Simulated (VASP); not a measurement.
# Zn (Fm-3m) in VASP: notebook

Zn is run at these levels: PBE; tasks: single point, relaxation of cell and atoms.

Program: VASP 6.6.1. These are calculated values, not measurements. Logs are shortened: lines on timing, memory, paths and dates and some standing lists are left out, and cuts for length are marked.

**1. The cell of the first run**

It takes space group Fm-3m (No. 225, cubic). The conventional cell has a = 3.940 Å, b = 3.940 Å, c = 3.940 Å, α = 90.00°, β = 90.00°, γ = 90.00°. Zn (site symmetry m-3m) has 12 Zn at 2.79 Å within 3.7 Å.

**2. Single point, PBE**

File INCAR:

```
SYSTEM = Zn
ALGO = Normal ; EDIFF = 1E-7
ENCUT = 520 ; GGA = PE
ISIF = 2 ; ISMEAR = -1
LASPH = .TRUE. ; LCHARG = .FALSE.
LREAL = .FALSE. ; LWAVE = .FALSE.
NBANDS = 12 ; NELM = 100
PREC = Accurate ; SIGMA = 0.1
```

File KPOINTS:

```
k-points
0
G
  17 17 17
  0 0 0
```

File POSCAR:

```
Zn
1.0
    0.0000000000      1.9700290763      1.9700290763
    1.9700290763      0.0000000000      1.9700290763
    1.9700290763      1.9700290763      0.0000000000
Zn
1
Direct
    0.0000000000      0.0000000000      0.0000000000
```

Potentials or basis: VASP PAW PBE potentials, release 64 (Zn).

The run is started by

```console
$ cat potpaw_PBE.64/Zn/POTCAR > POTCAR
$ mpirun -np 1 vasp_std > vasp.out
```

OUTCAR:

```text
SYSTEM = Zn
   EDIFF = 1E-7
   ENCUT = 520
   GGA = PE
   ISIF = 2
   ISMEAR = -1
   LASPH = .TRUE.
   LREAL = .FALSE.
   NELM = 100
   PREC = Accurate

 ion  position               nearest neighbor table
   1  0.000  0.000  0.000-

  LATTYP: Found a face centered cubic cell.
 ALAT       =     3.9400581526

  Lattice vectors:

 A1 = (   0.0000000000,   1.9700290763,   1.9700290763)
 A2 = (   1.9700290763,   0.0000000000,   1.9700290763)
 A3 = (   1.9700290763,   1.9700290763,   0.0000000000)

Analysis of symmetry for initial positions (statically):
=====================================================================
 Subroutine PRICEL returns:
 Original cell was already a primitive cell.

 Routine SETGRP: Setting up the symmetry group for a
 face centered cubic supercell.

 Subroutine GETGRP returns: Found 48 space group operations
 (whereof 48 operations were pure point group operations)
 out of a pool of 48 trial point group operations.

The static configuration has the point symmetry O_h .

Analysis of symmetry for dynamics (positions and initial velocities):
=====================================================================
 Subroutine PRICEL returns:
 Original cell was already a primitive cell.

 Routine SETGRP: Setting up the symmetry group for a
 face centered cubic supercell.

 Subroutine GETGRP returns: Found 48 space group operations
 (whereof 48 operations were pure point group operations)
 out of a pool of 48 trial point group operations.

The dynamic configuration has the point symmetry O_h .

 Subroutine INISYM returns: Found 48 space group operations
 (whereof 48 operations are pure point group operations),
 and found     1 'primitive' translations

----------------------------------------------------------------------------------------

                                     Primitive cell

  volume of cell :      15.2914

  direct lattice vectors                    reciprocal lattice vectors
     0.000000000  1.970029076  1.970029076    -0.253803361  0.253803361  0.253803361
     1.970029076  0.000000000  1.970029076     0.253803361 -0.253803361  0.253803361
     1.970029076  1.970029076  0.000000000     0.253803361  0.253803361 -0.253803361

  length of vectors
     2.786041838  2.786041838  2.786041838     0.439600316  0.439600316  0.439600316

  position of ions in fractional coordinates (direct lattice)
     0.000000000  0.000000000  0.000000000

  ion indices of the primitive-cell ions
   primitive index   ion index
                 1           1

[... 79 lines left out ...]
   POTIM  = 0.5000    time-step for ionic-motion
   TEBEG  =    0.0;   TEEND  =   0.0 temperature during run
   PSTRESS=    0.0 pullay stress
   NELECT =      12.0000    total number of electrons
   NUPDOWN=      -1.0000    fix difference up-down
   EMIN   =  10.00;   EMAX   =-10.00  energy-range for DOS
   EFERMI =   0.00;   METHOD = LEGACY
   ISMEAR =    -1;   SIGMA  =   0.10  broadening in eV -4-tet -1-fermi 0-gaus
   EFERMI_NEDOS =   21; number of points for ismear=-14 and -15
   IALGO  =     38    algorithm
   IMIX   =      4    mixing-type and parameters
     AMIX     =   0.40;   BMIX     =  1.00
     AMIX_MAG =   1.60;   BMIX_MAG =  1.00
  volume/ion in A,a.u.               =      15.29       103.19
  Fermi-wavevector in a.u.,A,eV,Ry     =   1.510031  2.853545 31.023929  2.280194
  Thomas-Fermi vector in A             =   2.620275
   LORBIT       =      0    0 simple, 1 ext, 2 COOP (PROOUT), +10 PAW based schemes
   GGA     = PE    functional components
   LHFCALC =     F    Hartree Fock is set to
   AEXX    =    0.0000 exact exchange contribution
   IVDW    =     0    specifies the selected vdW correction
   LEPSILON=     F    determine dielectric tensor
   LRPA    =     F    only Hartree local field effects (RPA)
 non-spin polarized calculation
  energy-cutoff  :      520.00
  volume of cell :       15.29
 maximum number of plane-waves:       424
 NGX is ok and might be reduce to    24
   NGX = 11   NGY = 11   NGZ = 11

 number of electron      12.0000006 magnetization

 Free energy of the ion-electron system (eV)
  ---------------------------------------------------
  ext. energy  EPLUGINS =         0.00000000
  ---------------------------------------------------
  free energy    TOTEN  =        -1.09188917 eV

  energy without entropy =       -1.08197883  energy(sigma->0) =       -1.08693400

 E-fermi :   3.0145     XC(G=0): -11.5347

 val. band max:        3.0034936147   @ k =  -0.4118   0.2353   0.1176
 cond. band min:       3.0794122965   @ k =  -0.4118   0.3529   0.0000
 fundamental gap:      0.0759186818
 Fermi energy:         3.0145381919

 k-point     1 :       0.0000    0.0000    0.0000
  band No.  band energies     occupation
      1      -7.2633      2.00000
      2      -4.5708      2.00000
      3      -4.5708      2.00000
      4      -4.5708      2.00000
      5      -4.1970      2.00000
      6      -4.1970      2.00000
      7      21.1859      0.00000
      8      21.1859      0.00000
      9      21.1859      0.00000
     10      21.8590      0.00000
     11      23.9744      0.00000
     12      23.9744      0.00000
[... 331 lines left out ...]
 k-point    24 :      -0.1176    0.0588    0.0000
  band No.  band energies     occupation
      1      -6.6197      2.00000
      2      -4.6225      2.00000
      3      -4.5081      2.00000
      4      -4.4967      2.00000
      5      -4.2392      2.00000
      6      -4.1720      2.00000
      7      15.5811      0.00000
      8      17.7035      0.00000
      9      21.3330      0.00000
     10      22.0994      0.00000
     11      24.8824      0.00000
     12      25.5504      0.00000

 [... further k-points ...]

------------------------ aborting loop because EDIFF is reached ----------------------------------------

  FORCE on cell =-STRESS in cart. coord.  units (eV):
  Direction    XX          YY          ZZ          XY          YZ          ZX
  --------------------------------------------------------------------------------------
  -------------------------------------------------------------------------------------
  Total       -0.0203376     -0.0203376     -0.0203376     -0.0000000     -0.0000000      0.0000000
  in kB       -2.1308996     -2.1308996     -2.1308996     -0.0000000     -0.0000000      0.0000000
  external PRESSURE =      -2.1308996 kB  Pullay stress =       0.0000000 kB

 VOLUME and BASIS-vectors are now :
 -----------------------------------------------------------------------------
  energy-cutoff  :      520.00
  volume of cell :       15.29
      direct lattice vectors                 reciprocal lattice vectors
     0.000000000  1.970029076  1.970029076    -0.253803361  0.253803361  0.253803361
     1.970029076  0.000000000  1.970029076     0.253803361 -0.253803361  0.253803361
     1.970029076  1.970029076  0.000000000     0.253803361  0.253803361 -0.253803361

 POSITION                                       TOTAL-FORCE (eV/Angst)
 -----------------------------------------------------------------------------------
      0.00000      0.00000      0.00000         0.000000     -0.000000     -0.000000
 -----------------------------------------------------------------------------------
    total drift:                                0.000000     -0.000000     -0.000000

  FREE ENERGIE OF THE ION-ELECTRON SYSTEM (eV)
  ---------------------------------------------------
  free  energy   TOTEN  =        -1.0918891665 eV

  energy  without entropy=       -1.0819788327  energy(sigma->0) =       -1.08693400
```

Wall time 18 s (1 thread of AMD EPYC 9R45 (Zen 5), shared host); peak memory 0.12 GiB.

Results:

```yaml
Free_energy: -1.0919 eV
Pressure: -0.2 GPa
Band_gap_on_the_k_mesh: zero (band 6 reaches 4.37 eV, above the bottom of band 7 at 1.75 eV)
```

**3. Single point, PBE**

File INCAR:

```
  ALGO = Normal
  EDIFF = 1E-6
  ENCUT = 520
  GGA = PE
  ISIF = 2
  ISMEAR = -1
  LASPH = T
  LCHARG = F
  LREAL = F
  LWAVE = F
  NBANDS = 12
  NELM = 60
  PREC = Accurate
  SIGMA = 0.1
```

File KPOINTS:

```
k-points
0
Gamma
  17 17 17
```

POSCAR is that of step 2.

Potentials or basis: VASP PAW PBE potentials, release 64 (Zn).

The run is started by

```console
$ cat potpaw_PBE.64/Zn/POTCAR > POTCAR
$ mpirun -np 1 vasp_std > vasp.out
```

Run time: 17 s. Hardware: 1 thread of AMD EPYC 9R45 (Zen 5), shared host; peak memory 0.12 GiB.

It converged, with:

- Free energy: -1.0919 eV
- Pressure: -0.1 GPa
- Band gap on the k mesh: zero (band 6 reaches 4.37 eV, above the bottom of band 7 at 1.75 eV)

Levels at points of the mesh, in eV from the Fermi level:
```csv
k point,band 2,band 3,band 4,band 5,band 6,band 7,band 8,band 9,band 10,band 11
"(0.00, 0.00, 0.00)",-7.59,-7.59,-7.59,-7.21,-7.21,18.17,18.17,18.17,18.84,20.96
```

**4. Relaxation of cell and atoms, PBE, target pressure -0.51 GPa, at which the enthalpy is minimised**

File INCAR:

```
ALGO = Normal ; EDIFF = 1E-6
EDIFFG = -0.005 ; ENCUT = 600
GGA = PE ; IBRION = 2
ISIF = 3 ; ISMEAR = -1
LASPH = True ; LCHARG = False
LREAL = False ; LWAVE = False
NELM = 60 ; NSW = 60
PREC = Accurate ; PSTRESS = -5.1
SIGMA = 0.1
```

KPOINTS is that of step 3.

POSCAR is that of step 3.

The run is started by

```console
$ cat potpaw_PBE.64/Zn/POTCAR > POTCAR
$ mpirun -np 1 vasp_std > vasp.out
```

Wall time 21 s (1 thread of AMD EPYC 9R45 (Zen 5), shared host); peak memory 0.13 GiB.

The run converged. Its results:

```yaml
Free_energy: -1.0915 eV
Relaxed_volume: 15.35 Å³/atom
Relaxed_cell: a = 2.790 Å, b = 2.790 Å, c = 2.790 Å, α = 60.00°, β = 60.00°, γ = 60.00°
Space_group_after_relaxing_to_0.05_Å: Fm-3m (No. 225)
Energy_change_on_relaxing_the_enthalpy_is_what_falls: +0.2 meV/atom
Ionic_steps: 2
Pressure_after_relaxing: -0.5 GPa
Band_gap_on_the_k_mesh: zero (band 6 reaches 4.34 eV, above the bottom of band 7 at 1.72 eV)
```

The path:
| step | energy change (eV) | largest force (eV/Å) | pressure (GPa) | volume (Å³) |
| --- | --- | --- | --- | --- |
| 1 | 0.0000 | 0.0000 | -0.22 | 15.29 |
| 2 | 0.0002 | 0.0000 | -0.54 | 15.35 |

Final structure:
```cif
data_structure
_symmetry_space_group_name_H-M 'P 1'
_symmetry_Int_Tables_number 1
_cell_length_a 2.7898
_cell_length_b 2.7898
_cell_length_c 2.7898
_cell_angle_alpha 60.000
_cell_angle_beta 60.000
_cell_angle_gamma 60.000
_cell_volume 15.35
loop_
_atom_site_label
_atom_site_type_symbol
_atom_site_fract_x
_atom_site_fract_y
_atom_site_fract_z
_atom_site_occupancy
Zn1 Zn 0.00000 0.00000 0.00000 1
```

Levels at points of the mesh, in eV from the Fermi level:
```
           k point  band 2  band 3  band 4  band 5  band 6  band 7  band 8  band 9  band 10
(0.00, 0.00, 0.00)   -7.57   -7.57   -7.57   -7.20   -7.20   18.12   18.12   18.12    18.82
```

Caveat: the cell is relaxed towards a set pressure, so the enthalpy falls and the energy may rise.
